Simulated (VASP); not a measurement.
InAs:

```
CELL_PARAMETERS angstrom
0.00000 3.01800 3.01800
3.01800 0.00000 3.01800
3.01800 3.01800 0.00000
ATOMIC_POSITIONS crystal
In 0.00000 0.00000 0.00000
As 0.75000 0.75000 0.75000
```

- Program: VASP 6.6.1
- Task: relaxation of cell and atoms
- Functional: BLYP
- Dispersion: D3(BJ)
- Potentials or basis: VASP PAW PBE potentials, release 64 (In_d, As)
- Cutoff: 600 eV
- k mesh: 8 × 8 × 8
- Occupations: fermi-dirac, width 0.05 eV
- Spin: no spin polarisation

At the start: pressure 2.7 GPa; volume 27.49 Å³/atom.

Task: How do energy, volume and symmetry change on relaxing?

Result: Over 3 steps the energy falls by 10.2 meV/atom and the volume is 28.77 Å³/atom (+4.7 %); space group F-43m (No. 216, to 0.05 Å).

Step by step:
```
step  energy change (eV)  largest force (eV/Å)  pressure (GPa)  volume (Å³)
   1              0.0000                0.0000            2.66        54.98
   2             -0.0168                0.0000           -1.00        58.69
   3             -0.0204                0.0000            0.01        57.54
```

Final structure:
```xyz
2
Lattice="0.0000 3.0642 3.0642 3.0642 0.0000 3.0642 3.0642 3.0642 0.0000" Properties=species:S:1:pos:R:3 pbc="T T T"
In    0.0000    0.0000    0.0000
As    4.5962    4.5962    4.5962
```

Caveat: the PAW data sets were made with another functional, which shifts forces and pressure a little; pairwise dispersion overbinds metals, which lowers pressure and volume.
